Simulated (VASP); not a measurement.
# Ho3F2 (Pm-3m) in VASP: a series of runs, part 2 of 2

VASP 6.6.1.

## Step 3: Relaxation of cell and atoms, PBE

This run uses another cell than the first one, of 22.53 Å³/atom.

Contents of INCAR:

```
PREC     = Accurate       # precision mode
ENCUT    = 600            # plane-wave cutoff, eV
EDIFF    = 1E-7           # SCF threshold, eV
ISMEAR   = 0              # smearing method
SIGMA    = 0.1            # smearing width, eV
LREAL    = F              # projectors in reciprocal space
LASPH    = T              # aspherical terms in the spheres
NELM     = 200            # most SCF steps
ALGO     = Normal         # electronic algorithm
ISIF     = 3              # what is computed and relaxed
LWAVE    = F              # write WAVECAR
LCHARG   = F              # write CHGCAR
GGA      = PE             # functional
IBRION   = 2              # ionic algorithm
NSW      = 100            # ionic steps
EDIFFG   = -0.01          # ionic threshold
GGA_COMPAT= F            
NELMIN   = 4            
LMAXMIX  = 6              # l up to which the mixer works
```

Contents of KPOINTS:

```
regular mesh
0
Gamma
  8 8 8
```

Contents of POSCAR:

```
Ho3F2
1.0
    4.8297144699      0.0000000000      0.0000000000
    0.0000000000      4.8297144699      0.0000000000
    0.0000000000      0.0000000000      4.8297144699
Ho F
3 2
Direct
    0.5000000000      0.0000000000      0.0000000000
    0.0000000000      0.5000000000      0.0000000000
    0.0000000000      0.0000000000      0.5000000000
    0.5000000000      0.5000000000      0.5000000000
    0.0000000000      0.0000000000      0.0000000000
```

Potentials or basis: VASP PAW PBE potentials, release 64 (Ho_3, F), 4f in core.

The run is started by

```console
$ cat potpaw_PBE.64/Ho_3/POTCAR potpaw_PBE.64/F/POTCAR > POTCAR
$ mpirun -np 1 vasp_std > vasp.out
```

OUTCAR:

```text
PREC = Accurate
   ENCUT = 600
   EDIFF = 1E-7
   ISMEAR = 0
   LREAL = F
   LASPH = T
   NELM = 200
   ISIF = 3
   GGA = PE
   IBRION = 2
   NSW = 100
   EDIFFG = -0.01
   NELMIN = 4

 ion  position               nearest neighbor table
   1  0.500  0.000  0.000-   5 2.41   5 2.41   2 3.42   3 3.42   2 3.42   2 3.42   3 3.42   3 3.42
                             3 3.42   2 3.42
   2  0.000  0.500  0.000-   5 2.41   5 2.41   1 3.42   3 3.42   1 3.42   3 3.42   3 3.42   3 3.42
                             1 3.42   1 3.42
   3  0.000  0.000  0.500-   5 2.41   5 2.41   1 3.42   1 3.42   2 3.42   2 3.42   2 3.42   2 3.42
                             1 3.42   1 3.42
   4  0.500  0.500  0.500-
   5  0.000  0.000  0.000-   1 2.41   2 2.41   3 2.41   3 2.41   2 2.41   1 2.41

  LATTYP: Found a simple cubic cell.
 ALAT       =     4.8297144699

  Lattice vectors:

 A1 = (   4.8297144699,   0.0000000000,   0.0000000000)
 A2 = (   0.0000000000,   4.8297144699,   0.0000000000)
 A3 = (   0.0000000000,   0.0000000000,   4.8297144699)

Analysis of symmetry for initial positions (statically):
=====================================================================
 Subroutine PRICEL returns:
 Original cell was already a primitive cell.

 Routine SETGRP: Setting up the symmetry group for a
 simple cubic supercell.

 Subroutine GETGRP returns: Found 48 space group operations
 (whereof 48 operations were pure point group operations)
 out of a pool of 48 trial point group operations.

The static configuration has the point symmetry O_h .

Analysis of symmetry for dynamics (positions and initial velocities):
=====================================================================
 Subroutine PRICEL returns:
 Original cell was already a primitive cell.

 Routine SETGRP: Setting up the symmetry group for a
 simple cubic supercell.

 Subroutine GETGRP returns: Found 48 space group operations
 (whereof 48 operations were pure point group operations)
 out of a pool of 48 trial point group operations.

The dynamic configuration has the point symmetry O_h .

 Subroutine INISYM returns: Found 48 space group operations
 (whereof 48 operations are pure point group operations),
 and found     1 'primitive' translations

----------------------------------------------------------------------------------------

                                     Primitive cell

  volume of cell :     112.6586

  direct lattice vectors                    reciprocal lattice vectors
     4.829714470  0.000000000  0.000000000     0.207051578  0.000000000  0.000000000
     0.000000000  4.829714470  0.000000000     0.000000000  0.207051578  0.000000000
     0.000000000  0.000000000  4.829714470     0.000000000  0.000000000  0.207051578

  length of vectors
     4.829714470  4.829714470  4.829714470     0.207051578  0.207051578  0.207051578

  position of ions in fractional coordinates (direct lattice)
     0.500000000  0.000000000  0.000000000
     0.000000000  0.500000000  0.000000000
     0.000000000  0.000000000  0.500000000
     0.500000000  0.500000000  0.500000000
     0.000000000  0.000000000  0.000000000

[... 35 lines left out ...]
            Coordinates               Weight
  0.000000  0.000000  0.000000      1.000000
  0.125000  0.000000  0.000000      6.000000
  0.250000  0.000000  0.000000      6.000000
  0.375000  0.000000  0.000000      6.000000
  0.500000  0.000000  0.000000      3.000000
  0.125000  0.125000  0.000000     12.000000
[... 16 lines left out ...]
  0.375000  0.375000  0.125000     24.000000
  0.500000  0.375000  0.125000     24.000000
 [... further k-points ...]
   k-points           NKPTS =     35   k-points in BZ     NKDIM =     35   number of bands    NBANDS=     24
   number of dos      NEDOS =    301   number of ions     NIONS =      5
   total plane-waves  NPLWV =  64000
   dimension x,y,z NGX =    40 NGY =   40 NGZ =   40
   dimension x,y,z NGXF=    80 NGYF=   80 NGZF=   80
   ions per type =               3   2
   NGX,Y,Z   is equivalent  to a cutoff of  13.77, 13.77, 13.77 a.u.
   NGXF,Y,Z  is equivalent  to a cutoff of  27.54, 27.54, 27.54 a.u.
 SYSTEM =  unknown system
   PREC   = accura    normal or accurate (medium, high low for compatibility)
   ISTART =      0    job   : 0-new  1-cont  2-samecut
   ICHARG =      2    charge: 1-file 2-atom 10-const
   ISPIN  =      1    spin polarized calculation?
   LNONCOLLINEAR =      F non collinear calculations
   LSORBIT =      F    spin-orbit coupling
   LASPH  =      T    aspherical Exc in radial PAW
   ENCUT  =  600.0 eV  44.10 Ry    6.64 a.u.   9.65  9.65  9.65*2*pi/ulx,y,z
   NELM   =    200;   NELMIN=  4; NELMDL= -5     # of ELM steps
   EDIFF  = 0.1E-06   stopping-criterion for ELM
   LREAL  =      F    real-space projection
   EDIFFG = -.1E-01   stopping-criterion for IOM
   NSW    =    100    number of steps for IOM
   IBRION =      2    ionic relax: 0-MD 1-quasi-New 2-CG
   NFREE  =      1    steps in history (QN), initial steepest desc. (CG)
   ISIF   =      3    stress and relaxation
   ISYM   =      2    0-nonsym 1-usesym 2-fastsym
   POTIM  = 0.5000    time-step for ionic-motion
   TEBEG  =    0.0;   TEEND  =   0.0 temperature during run
   PSTRESS=    0.0 pullay stress
   NELECT =      41.0000    total number of electrons
   NUPDOWN=      -1.0000    fix difference up-down
   EMIN   =  10.00;   EMAX   =-10.00  energy-range for DOS
   EFERMI =   0.00;   METHOD = LEGACY
   ISMEAR =     0;   SIGMA  =   0.10  broadening in eV -4-tet -1-fermi 0-gaus
   EFERMI_NEDOS =   21; number of points for ismear=-14 and -15
   IALGO  =     38    algorithm
   IMIX   =      4    mixing-type and parameters
     AMIX     =   0.40;   BMIX     =  1.00
     AMIX_MAG =   1.60;   BMIX_MAG =  1.00
  volume/ion in A,a.u.               =      22.53       152.05
  Fermi-wavevector in a.u.,A,eV,Ry     =   1.168821  2.208751 18.587497  1.366142
  Thomas-Fermi vector in A             =   2.305302
   LORBIT       =      0    0 simple, 1 ext, 2 COOP (PROOUT), +10 PAW based schemes
   GGA     = PE    functional components
   LHFCALC =     F    Hartree Fock is set to
   AEXX    =    0.0000 exact exchange contribution
   IVDW    =     0    specifies the selected vdW correction
   LEPSILON=     F    determine dielectric tensor
   LRPA    =     F    only Hartree local field effects (RPA)
 conjugate gradient relaxation of ions
 non-spin polarized calculation
 Gauss-broadening in eV      SIGMA  =   0.10
  energy-cutoff  :      600.00
  volume of cell :      112.66
 maximum number of plane-waves:      3840
 NGX is ok and might be reduce to    40
   NGX = 19   NGY = 19   NGZ = 19

--------------------------------------- Ionic step        1  -------------------------------------------

 number of electron      40.9999970 magnetization

 Free energy of the ion-electron system (eV)
  ---------------------------------------------------
  ext. energy  EPLUGINS =         0.00000000
  ---------------------------------------------------
  free energy    TOTEN  =       -21.48948452 eV

  energy without entropy =      -21.45685947  energy(sigma->0) =      -21.47317199

------------------------ aborting loop because EDIFF is reached ----------------------------------------

  FORCE on cell =-STRESS in cart. coord.  units (eV):
  Direction    XX          YY          ZZ          XY          YZ          ZX
  --------------------------------------------------------------------------------------
  -------------------------------------------------------------------------------------
  Total        0.7293145      0.7293145      0.7293145      0.0000000      0.0000000      0.0000000
  in kB       10.3719659     10.3719659     10.3719659      0.0000000      0.0000000      0.0000000
  external PRESSURE =      10.3719659 kB  Pullay stress =       0.0000000 kB
[... 65 lines left out ...]
--------------------------------------- Ionic step        3  -------------------------------------------

 number of electron      40.9999967 magnetization

 Free energy of the ion-electron system (eV)
  ---------------------------------------------------
  ext. energy  EPLUGINS =         0.00000000
  ---------------------------------------------------
  free energy    TOTEN  =       -21.49828685 eV

  energy without entropy =      -21.46629265  energy(sigma->0) =      -21.48228975

 E-fermi :   2.9999     XC(G=0):  -9.6698

 val. band max:        2.9885222666   @ k =   0.3750   0.2500   0.2500
 cond. band min:       3.0019542036   @ k =   0.3750   0.2500   0.2500
 fundamental gap:      0.0134319370
 Fermi energy:         2.9999286239

 k-point     1 :       0.0000    0.0000    0.0000
  band No.  band energies     occupation
      1     -24.5641      2.00000
      2     -22.0465      2.00000
      3     -22.0465      2.00000
      4     -22.0465      2.00000
      5     -21.5568      2.00000
      6     -21.5568      2.00000
[... 637 lines left out ...]
     23       3.8993      0.00000
     24       4.0079      0.00000

 [... further k-points ...]
[... 5 lines left out ...]
  --------------------------------------------------------------------------------------
  -------------------------------------------------------------------------------------
  Total       -0.0221702     -0.0221702     -0.0221702     -0.0000000     -0.0000000      0.0000000
  in kB       -0.3076404     -0.3076404     -0.3076404     -0.0000000     -0.0000000      0.0000000
  external PRESSURE =      -0.3076404 kB  Pullay stress =       0.0000000 kB
[... 20 lines left out ...]
  FREE ENERGIE OF THE ION-ELECTRON SYSTEM (eV)
  ---------------------------------------------------
  free  energy   TOTEN  =       -21.4982868462 eV

  energy  without entropy=      -21.4662926543  energy(sigma->0) =      -21.48228975

 reached required accuracy - stopping structural energy minimisation
```

Wall time 3.9 min (1 thread of Intel Xeon Platinum 8488C (Sapphire Rapids), shared host); peak memory 0.3 GiB.

Results:

| Item | Value |
| --- | --- |
| Free energy | -21.4983 eV |
| Relaxed volume | 23.09 Å³/atom |
| Relaxed cell | a = 4.869 Å, b = 4.869 Å, c = 4.869 Å, α = 90.00°, β = 90.00°, γ = 90.00° |
| Space group after relaxing (to 0.1 Å) | Pm-3m (No. 221) |
| Energy gained by relaxing | 1.8 meV/atom |
| Ionic steps | 3 |
| Pressure after relaxing | 0.0 GPa |
| Band gap on the k mesh | zero (an odd number of electrons rules out a gap without spin polarisation) |

Step by step:
```tsv
step	energy change (eV)	largest force (eV/Å)	pressure (GPa)	volume (Å³)
1	0.0000	0.0000	1.04	112.66
2	-0.0086	0.0000	0.14	115.05
3	-0.0088	0.0000	-0.03	115.46
```

Final structure:
```yaml
crystal:
  lattice:
    - [4.86944, 0.00000, 0.00000]
    - [0.00000, 4.86944, 0.00000]
    - [0.00000, 0.00000, 4.86944]
  atoms:
    - { symbol: Ho, position: [0.50000, 0.00000, 0.00000] }
    - { symbol: Ho, position: [0.00000, 0.50000, 0.00000] }
    - { symbol: Ho, position: [0.00000, 0.00000, 0.50000] }
    - { symbol: F, position: [0.50000, 0.50000, 0.50000] }
    - { symbol: F, position: [0.00000, 0.00000, 0.00000] }
```

Caveat: spin-orbit coupling is left out, which moves the levels of the heavy elements; the 4f electrons are frozen in the core, so they carry no moment and show no levels; the run has no spin polarisation, though such a crystal can be magnetic. With open d or f shells a metallic result of PBE can be an artefact of self-interaction; +U or a hybrid may open a gap.
